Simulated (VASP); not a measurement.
KTaO3:

```
K Ta O
1.0
     3.99013    0.00000    0.00000
     0.00000    3.99013    0.00000
     0.00000    0.00000    3.99013
K Ta O
1 1 3
Direct
  0.00000 0.00000 0.00000
  0.50000 0.50000 0.50000
  0.50000 0.50000 0.00000
  0.50000 0.00000 0.50000
  0.00000 0.50000 0.50000
```

Base run:

| Property | Result |
| --- | --- |
| Program | VASP 6.6.1 |
| Functional | PBE |
| Potentials or basis | VASP PAW PBE potentials, release 64 (K_sv, Ta_pv, O) |
| Cutoff | 520 eV |
| k mesh | 6 × 6 × 6 |
| Occupations | gaussian, width 0.01 eV |
| Spin | no spin polarisation |

Its results: band gap on the k mesh 2.17 eV, indirect (least direct gap 2.79 eV); pressure 5.8 GPa.

The run is repeated on the same cell with these changes: functional from PBE to r2SCAN. What comes out?

Band gap on the k mesh 2.59 eV, indirect (least direct gap 3.25 eV); pressure 0.9 GPa.

r2SCAN gives the wider gap, since meta-GGAs in the generalised Kohn-Sham scheme recover part of the derivative discontinuity.

Caveats: spin-orbit coupling is left out, which moves the levels of the heavy elements; the PAW data sets were made with another functional, which shifts forces and pressure a little (some runs).

A k mesh can miss the band edges.
